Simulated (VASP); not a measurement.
Runs of VASP 6.6.1 on Si2W. The structure is that of space group I4/mmm (No. 139), or close to it. The cells are those of the table. 

```csv
cell,gap on the mesh (eV),pressure (GPa),largest force (eV/Å)
"a = 4.547 Å, angles 140.4, 140.4, 57.2°, 3 atoms",none,11.1,0.13
"a = 4.607 Å, angles 142.3, 142.3, 54.4°, 3 atoms",none,25.4,0.29
"a = 4.552 Å, angles 136.5, 136.5, 63.3°, 3 atoms",none,-19.3,0.19
"a = 4.860 Å, angles 142.3, 142.3, 54.4°, 3 atoms",none,(a),0.43
"a = 4.807 Å, angles 144.2, 144.2, 51.6°, 3 atoms",none,14.6,0.01
"a = 4.354 Å, angles 132.4, 132.4, 69.6°, 3 atoms",none,-9.9,0.48
"a = 4.369 Å, angles 138.5, 138.5, 60.2°, 3 atoms",none,(b),0.26
```

Alike in all rows: task single point; level LDA; potentials or basis VASP PAW LDA potentials, release 64 (Si, W_sv); no spin polarisation; k mesh 20 × 20 × 20; cutoff (eV) 520; smearing gaussian 0.15 eV.

Fill in the values left out.

(a) -13.9; (b) 25.2.

Caveats: spin-orbit coupling is left out, which moves the levels of the heavy elements; the stress differs along the axes, from -6 to 19 GPa (at least some runs); the stress differs along the axes, from -7 to 42 GPa (at least some runs); the stress differs along the axes, from -25 to -7 GPa (at least some runs); the stress differs along the axes, from -37 to -2 GPa (at least some runs); the stress differs along the axes, from -23 to 34 GPa (at least some runs); the stress differs along the axes, from -32 to 35 GPa (at least some runs).

A k mesh can miss the band edges, and the runs leave out spin-orbit coupling on W.

A gap of «none» marks levels without a gap at the run's occupations.
